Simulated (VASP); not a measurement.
# KTaO3 (Pm-3m) in VASP: a series of runs

Runs on KTaO3. Level: PBE. Tasks: single point.

All numbers are computed with VASP 6.6.1; they aren't measurements. Logs are shortened: lines on timing, memory, paths and dates and some standing lists are left out, and cuts for length are marked.

## 1. The cell of the first run

The structure is cubic, space group Pm-3m (No. 221). The conventional cell has a = 3.984 Å, b = 3.984 Å, c = 3.984 Å, α = 90.00°, β = 90.00°, γ = 90.00°. K (site symmetry m-3m) has 12 O at 2.82 Å and 8 Ta at 3.45 Å within 3.7 Å. Within 2.6 Å of Ta (site symmetry m-3m) lie 6 O at 1.99 Å. Within 2.6 Å of O (site symmetry 4/mmm) lie 2 Ta at 1.99 Å.

## 2. Single point, PBE (volume scaled by 0.97)

The input, INCAR:

```
SYSTEM = KTaO3
PREC = Accurate ; ENCUT = 520
EDIFF = 1E-6 ; ISMEAR = 0
SIGMA = 0.02 ; LREAL = .FALSE.
LASPH = .TRUE. ; NELM = 80
ALGO = Normal ; ISIF = 2
LWAVE = .FALSE. ; LCHARG = .FALSE.
GGA = PE ; NBANDS = 27
```

The input, KPOINTS:

```
Automatic mesh
0
G
  8 8 8
  0 0 0
```

The input, POSCAR:

```
KTaO3
1.0
    3.9838896730      0.0000000000      0.0000000000
    0.0000000000      3.9838896730      0.0000000000
    0.0000000000      0.0000000000      3.9838896730
K Ta O
1 1 3
Direct
    0.5000000000      0.5000000000      0.5000000000
    0.0000000000      0.0000000000      0.0000000000
    0.5000000000      0.0000000000      0.0000000000
    0.0000000000      0.5000000000      0.0000000000
    0.0000000000      0.0000000000      0.5000000000
```

Potentials or basis: VASP PAW PBE potentials, release 64 (K_sv, Ta_pv, O).

Run with:

```sh
$ cat potpaw_PBE.64/K_sv/POTCAR potpaw_PBE.64/Ta_pv/POTCAR potpaw_PBE.64/O/POTCAR > POTCAR
$ mpirun -np 1 vasp_std > vasp.out
```

OUTCAR:

```text
SYSTEM = KTaO3
   PREC = Accurate
   ENCUT = 520
   EDIFF = 1E-6
   ISMEAR = 0
   LREAL = .FALSE.
   LASPH = .TRUE.
   NELM = 80
   ISIF = 2
   GGA = PE

 ion  position               nearest neighbor table
   1  0.500  0.500  0.500-   3 2.82   4 2.82   5 2.82   3 2.82   4 2.82   3 2.82   5 2.82   3 2.82
                             4 2.82   5 2.82   4 2.82   5 2.82   2 3.45   2 3.45   2 3.45   2 3.45
   2  0.000  0.000  0.000-   3 1.99   4 1.99   5 1.99   5 1.99   4 1.99   3 1.99   1 3.45   1 3.45
                             1 3.45   1 3.45   1 3.45   1 3.45   1 3.45   1 3.45
   3  0.500  0.000  0.000-   2 1.99   2 1.99   1 2.82   1 2.82   1 2.82   1 2.82
   4  0.000  0.500  0.000-   2 1.99   2 1.99   1 2.82   1 2.82   1 2.82   1 2.82
   5  0.000  0.000  0.500-   2 1.99   2 1.99   1 2.82   1 2.82   1 2.82   1 2.82

  LATTYP: Found a simple cubic cell.
 ALAT       =     3.9838896730

  Lattice vectors:

 A1 = (   3.9838896730,   0.0000000000,   0.0000000000)
 A2 = (   0.0000000000,   3.9838896730,   0.0000000000)
 A3 = (   0.0000000000,   0.0000000000,   3.9838896730)

Analysis of symmetry for initial positions (statically):
=====================================================================
 Subroutine PRICEL returns:
 Original cell was already a primitive cell.

 Routine SETGRP: Setting up the symmetry group for a
 simple cubic supercell.

 Subroutine GETGRP returns: Found 48 space group operations
 (whereof 48 operations were pure point group operations)
 out of a pool of 48 trial point group operations.

The static configuration has the point symmetry O_h .

Analysis of symmetry for dynamics (positions and initial velocities):
=====================================================================
 Subroutine PRICEL returns:
 Original cell was already a primitive cell.

 Routine SETGRP: Setting up the symmetry group for a
 simple cubic supercell.

 Subroutine GETGRP returns: Found 48 space group operations
 (whereof 48 operations were pure point group operations)
 out of a pool of 48 trial point group operations.

The dynamic configuration has the point symmetry O_h .

 Subroutine INISYM returns: Found 48 space group operations
 (whereof 48 operations are pure point group operations),
 and found     1 'primitive' translations

[... 94 lines left out ...]
   ISPIN  =      1    spin polarized calculation?
   LNONCOLLINEAR =      F non collinear calculations
   LSORBIT =      F    spin-orbit coupling
   LASPH  =      T    aspherical Exc in radial PAW
   ENCUT  =  520.0 eV  38.22 Ry    6.18 a.u.   7.41  7.41  7.41*2*pi/ulx,y,z
   NELM   =     80;   NELMIN=  2; NELMDL= -5     # of ELM steps
   EDIFF  = 0.1E-05   stopping-criterion for ELM
   LREAL  =      F    real-space projection
   EDIFFG = 0.1E-04   stopping-criterion for IOM
   NSW    =      0    number of steps for IOM
   IBRION =     -1    ionic relax: 0-MD 1-quasi-New 2-CG
   NFREE  =      0    steps in history (QN), initial steepest desc. (CG)
   ISIF   =      2    stress and relaxation
   ISYM   =      2    0-nonsym 1-usesym 2-fastsym
   POTIM  = 0.5000    time-step for ionic-motion
   TEBEG  =    0.0;   TEEND  =   0.0 temperature during run
   PSTRESS=    0.0 pullay stress
   NELECT =      38.0000    total number of electrons
   NUPDOWN=      -1.0000    fix difference up-down
   EMIN   =  10.00;   EMAX   =-10.00  energy-range for DOS
   EFERMI =   0.00;   METHOD = LEGACY
   ISMEAR =     0;   SIGMA  =   0.02  broadening in eV -4-tet -1-fermi 0-gaus
   EFERMI_NEDOS =   21; number of points for ismear=-14 and -15
   IALGO  =     38    algorithm
   IMIX   =      4    mixing-type and parameters
     AMIX     =   0.40;   BMIX     =  1.00
     AMIX_MAG =   1.60;   BMIX_MAG =  1.00
  volume/ion in A,a.u.               =      12.65        85.34
  Fermi-wavevector in a.u.,A,eV,Ry     =   1.381536  2.610724 25.968630  1.908640
  Thomas-Fermi vector in A             =   2.506311
   LORBIT       =      0    0 simple, 1 ext, 2 COOP (PROOUT), +10 PAW based schemes
   GGA     = PE    functional components
   LHFCALC =     F    Hartree Fock is set to
   AEXX    =    0.0000 exact exchange contribution
   IVDW    =     0    specifies the selected vdW correction
   LEPSILON=     F    determine dielectric tensor
   LRPA    =     F    only Hartree local field effects (RPA)
 non-spin polarized calculation
 Gauss-broadening in eV      SIGMA  =   0.02
  energy-cutoff  :      520.00
  volume of cell :       63.23
 maximum number of plane-waves:      1743
 NGX is ok and might be reduce to    30
   NGX = 15   NGY = 15   NGZ = 15

 number of electron      37.9999976 magnetization

 Free energy of the ion-electron system (eV)
  ---------------------------------------------------
  ext. energy  EPLUGINS =         0.00000000
  ---------------------------------------------------
  free energy    TOTEN  =       -41.02131858 eV

  energy without entropy =      -41.02131858  energy(sigma->0) =      -41.02131858

 E-fermi :   1.9244     XC(G=0): -10.8912

 val. band max:        1.8251506190   @ k =   0.5000   0.5000   0.5000
 cond. band min:       4.0080988290   @ k =   0.0000   0.0000   0.0000
 fundamental gap:      2.1829482100
 Fermi energy:         1.9243538159

 k-point     1 :       0.0000    0.0000    0.0000
  band No.  band energies     occupation
      1     -32.2838      2.00000
      2     -32.2838      2.00000
      3     -32.2838      2.00000
      4     -25.4952      2.00000
      5     -15.7388      2.00000
      6     -15.0314      2.00000
[... 709 lines left out ...]
     26      12.5851      0.00000
     27      12.6578      0.00000

 [... further k-points ...]
[... 5 lines left out ...]
  --------------------------------------------------------------------------------------
  -------------------------------------------------------------------------------------
  Total        2.6848597      2.6848597      2.6848597     -0.0000000      0.0000000      0.0000000
  in kB       68.0315361     68.0315361     68.0315361     -0.0000000      0.0000000      0.0000000
  external PRESSURE =      68.0315361 kB  Pullay stress =       0.0000000 kB

 VOLUME and BASIS-vectors are now :
 -----------------------------------------------------------------------------
  energy-cutoff  :      520.00
  volume of cell :       63.23
      direct lattice vectors                 reciprocal lattice vectors
     3.983889673  0.000000000  0.000000000     0.251010967  0.000000000  0.000000000
     0.000000000  3.983889673  0.000000000     0.000000000  0.251010967  0.000000000
     0.000000000  0.000000000  3.983889673     0.000000000  0.000000000  0.251010967

 POSITION                                       TOTAL-FORCE (eV/Angst)
 -----------------------------------------------------------------------------------
      1.99194      1.99194      1.99194         0.000000      0.000000      0.000000
      0.00000      0.00000      0.00000         0.000000      0.000000      0.000000
      1.99194      0.00000      0.00000         0.000000      0.000000      0.000000
      0.00000      1.99194      0.00000         0.000000      0.000000      0.000000
      0.00000      0.00000      1.99194         0.000000      0.000000      0.000000
 -----------------------------------------------------------------------------------
    total drift:                                0.000000     -0.000000      0.000000

  FREE ENERGIE OF THE ION-ELECTRON SYSTEM (eV)
  ---------------------------------------------------
  free  energy   TOTEN  =       -41.0213185806 eV

  energy  without entropy=      -41.0213185806  energy(sigma->0) =      -41.02131858
```

OSZICAR:

```text
N       E                     dE             d eps       ncg     rms          rms(c)
DAV:   1     0.322401486400E+03    0.32240E+03   -0.20945E+04  1890   0.142E+03
DAV:   2    -0.305490455536E+02   -0.35295E+03   -0.34251E+03  2237   0.406E+02
DAV:   3    -0.489682191793E+02   -0.18419E+02   -0.18336E+02  2616   0.898E+01
DAV:   4    -0.495673787603E+02   -0.59916E+00   -0.59806E+00  3156   0.104E+01
DAV:   5    -0.495721237927E+02   -0.47450E-02   -0.47446E-02  2465   0.790E-01    0.343E+01
DAV:   6    -0.412295929320E+02    0.83425E+01   -0.34643E+01  2272   0.397E+01    0.131E+01
DAV:   7    -0.410863417563E+02    0.14325E+00   -0.17903E+00  2442   0.844E+00    0.934E+00
DAV:   8    -0.410424493314E+02    0.43892E-01   -0.40187E-01  2233   0.528E+00    0.311E+00
DAV:   9    -0.410229167347E+02    0.19533E-01   -0.34971E-02  2326   0.147E+00    0.511E-01
DAV:  10    -0.410213070268E+02    0.16097E-02   -0.14095E-02  2588   0.756E-01    0.899E-02
DAV:  11    -0.410212872471E+02    0.19780E-04   -0.90278E-04  2555   0.193E-01    0.303E-02
DAV:  12    -0.410213155602E+02   -0.28313E-04   -0.55369E-05  2485   0.636E-02    0.948E-03
DAV:  13    -0.410213185829E+02   -0.30227E-05   -0.64172E-06  2442   0.207E-02    0.538E-03
DAV:  14    -0.410213185806E+02    0.23160E-08   -0.13397E-06  1789   0.776E-03
   1 F= -.41021319E+02 E0= -.41021319E+02  d E =-.149430E-14
```

It took 44 s on 1 thread of Intel Xeon Platinum 8488C (Sapphire Rapids), shared host; peak memory 0.2 GiB.

What came out:

* Free energy: -41.0213 eV
* Pressure: 6.8 GPa
* Band gap on the k mesh: 2.18 eV, indirect (least direct gap 2.80 eV)

Caveat: the cell differs from its parent crystal (volume scaled by 0.97); spin-orbit coupling is left out, which moves the levels of the heavy elements.

## 3. Single point, PBE

This run uses another cell than the first one, of 13.04 Å³/atom, 1.031 times its volume.

The input, INCAR:

```
PREC = Accurate
ENCUT = 520
EDIFF = 1E-6
ISMEAR = 0
SIGMA = 0.02
LREAL = F
LASPH = T
NELM = 60
ALGO = Normal
ISIF = 2
LWAVE = F
LCHARG = F
GGA = PE
NBANDS = 27
```

The input, KPOINTS:

```
Automatic mesh
0
Gamma
  8 8 8
```

Changes to POSCAR since step 2:

```diff
@@ -2,5 +2,5 @@
 1.0
-    3.9838896730      0.0000000000      0.0000000000
-    0.0000000000      3.9838896730      0.0000000000
-    0.0000000000      0.0000000000      3.9838896730
+    4.0245444164      0.0000000000      0.0000000000
+    0.0000000000      4.0245444164      0.0000000000
+    0.0000000000      0.0000000000      4.0245444164
 K Ta O
```

Potentials or basis: VASP PAW PBE potentials, release 64 (K_sv, Ta_pv, O).

Run with:

```sh
$ cat potpaw_PBE.64/K_sv/POTCAR potpaw_PBE.64/Ta_pv/POTCAR potpaw_PBE.64/O/POTCAR > POTCAR
$ mpirun -np 1 vasp_std > vasp.out
```

OUTCAR:

```text
PREC = Accurate
   ENCUT = 520
   EDIFF = 1E-6
   ISMEAR = 0
   LREAL = F
   LASPH = T
   NELM = 60
   ISIF = 2
   GGA = PE

 ion  position               nearest neighbor table
   1  0.500  0.500  0.500-   3 2.85   4 2.85   5 2.85   3 2.85   4 2.85   3 2.85   5 2.85   3 2.85
                             4 2.85   5 2.85   4 2.85   5 2.85   2 3.49   2 3.49   2 3.49   2 3.49
   2  0.000  0.000  0.000-   3 2.01   4 2.01   5 2.01   5 2.01   4 2.01   3 2.01   1 3.49   1 3.49
                             1 3.49   1 3.49   1 3.49   1 3.49   1 3.49   1 3.49
   3  0.500  0.000  0.000-   2 2.01   2 2.01   1 2.85   1 2.85   1 2.85   1 2.85
[... 927 lines left out ...]
  -------------------------------------------------------------------------------------
  Total        0.2295030      0.2295030      0.2295030      0.0000000      0.0000000     -0.0000000
  in kB        5.6409053      5.6409053      5.6409053      0.0000000      0.0000000     -0.0000000
  external PRESSURE =       5.6409053 kB  Pullay stress =       0.0000000 kB

 VOLUME and BASIS-vectors are now :
 -----------------------------------------------------------------------------
  energy-cutoff  :      520.00
  volume of cell :       65.19
      direct lattice vectors                 reciprocal lattice vectors
     4.024544416  0.000000000  0.000000000     0.248475330  0.000000000  0.000000000
     0.000000000  4.024544416  0.000000000     0.000000000  0.248475330  0.000000000
     0.000000000  0.000000000  4.024544416     0.000000000  0.000000000  0.248475330

 POSITION                                       TOTAL-FORCE (eV/Angst)
 -----------------------------------------------------------------------------------
      2.01227      2.01227      2.01227         0.000000      0.000000      0.000000
      0.00000      0.00000      0.00000         0.000000      0.000000      0.000000
      2.01227      0.00000      0.00000         0.000000      0.000000      0.000000
      0.00000      2.01227      0.00000         0.000000      0.000000      0.000000
      0.00000      0.00000      2.01227         0.000000      0.000000      0.000000
 -----------------------------------------------------------------------------------
    total drift:                                0.000000     -0.000000      0.000000

  FREE ENERGIE OF THE ION-ELECTRON SYSTEM (eV)
  ---------------------------------------------------
  free  energy   TOTEN  =       -41.0675338028 eV

  energy  without entropy=      -41.0675338028  energy(sigma->0) =      -41.06753380
```

OSZICAR:

```text
N       E                     dE             d eps       ncg     rms          rms(c)
DAV:   1     0.323342003807E+03    0.32334E+03   -0.20707E+04  1890   0.141E+03
DAV:   2    -0.305319099830E+02   -0.35387E+03   -0.34460E+03  2292   0.403E+02
DAV:   3    -0.491767700242E+02   -0.18645E+02   -0.18564E+02  2688   0.892E+01
DAV:   4    -0.497353972825E+02   -0.55863E+00   -0.55774E+00  3076   0.102E+01
DAV:   5    -0.497394364158E+02   -0.40391E-02   -0.40386E-02  2452   0.867E-01    0.323E+01
DAV:   6    -0.413142357187E+02    0.84252E+01   -0.35359E+01  2274   0.393E+01    0.123E+01
DAV:   7    -0.411394165832E+02    0.17482E+00   -0.19566E+00  2431   0.865E+00    0.885E+00
DAV:   8    -0.410953255384E+02    0.44091E-01   -0.46870E-01  2226   0.567E+00    0.325E+00
DAV:   9    -0.410698891956E+02    0.25436E-01   -0.41760E-02  2277   0.163E+00    0.593E-01
DAV:  10    -0.410675987418E+02    0.22905E-02   -0.17763E-02  2529   0.830E-01    0.132E-01
DAV:  11    -0.410675066085E+02    0.92133E-04   -0.14577E-03  2507   0.241E-01    0.352E-02
DAV:  12    -0.410675237289E+02   -0.17120E-04   -0.74694E-05  2427   0.727E-02    0.134E-02
DAV:  13    -0.410675335852E+02   -0.98563E-05   -0.13446E-05  2553   0.249E-02    0.368E-03
DAV:  14    -0.410675338028E+02   -0.21764E-06   -0.73957E-07  1979   0.516E-03
   1 F= -.41067534E+02 E0= -.41067534E+02  d E =-.202369E-34
```

stdout:

```text
POSCAR found type information on POSCAR K TaO
 POSCAR found :  3 types and       5 ions
 scaLAPACK will be used
 LDA part: xc-table for (Slater+PW92), standard interpolation
 POSCAR, INCAR and KPOINTS ok, starting setup
 FFT: planning ... GRIDC
 FFT: planning ... GRID_SOFT
 FFT: planning ... GRID
 WAVECAR not read
 entering main loop
```

Run time: 47 s. Hardware: 1 thread of Intel Xeon Platinum 8488C (Sapphire Rapids), shared host; peak memory 0.2 GiB.

What came out:

```
Free energy            : -41.0675 eV
Pressure               : 0.6 GPa
Band gap on the k mesh : 2.12 eV, indirect (least direct gap 2.75 eV)
```

Levels at points of the mesh, in eV from the valence-band top:
| k point | band 15 | band 16 | band 17 | band 18 | band 19 | band 20 | band 21 | band 22 | band 23 | band 24 |
| --- | --- | --- | --- | --- | --- | --- | --- | --- | --- | --- |
| (0.00, 0.00, 0.00) | -1.02 | -1.02 | -0.63 | -0.63 | -0.63 | 2.12 | 2.12 | 2.12 | 6.41 | 6.45 |
| (0.50, 0.00, 0.00) | -2.31 | -2.08 | -1.45 | -0.85 | -0.85 | 2.26 | 4.84 | 4.84 | 6.49 | 8.11 |
| (0.50, 0.50, 0.00) | -2.73 | -1.70 | -1.40 | -1.40 | -0.04 | 4.87 | 4.87 | 6.11 | 7.32 | 9.98 |
| (0.50, 0.50, 0.50) | -3.82 | -3.82 | 0.00 | 0.00 | 0.00 | 6.23 | 6.23 | 6.23 | 8.84 | 8.84 |

Caveat: spin-orbit coupling is left out, which moves the levels of the heavy elements. Expect the measured gap to be larger: semilocal functionals such as PBE lack the derivative discontinuity.

(Part 1 of 3 ends here.)
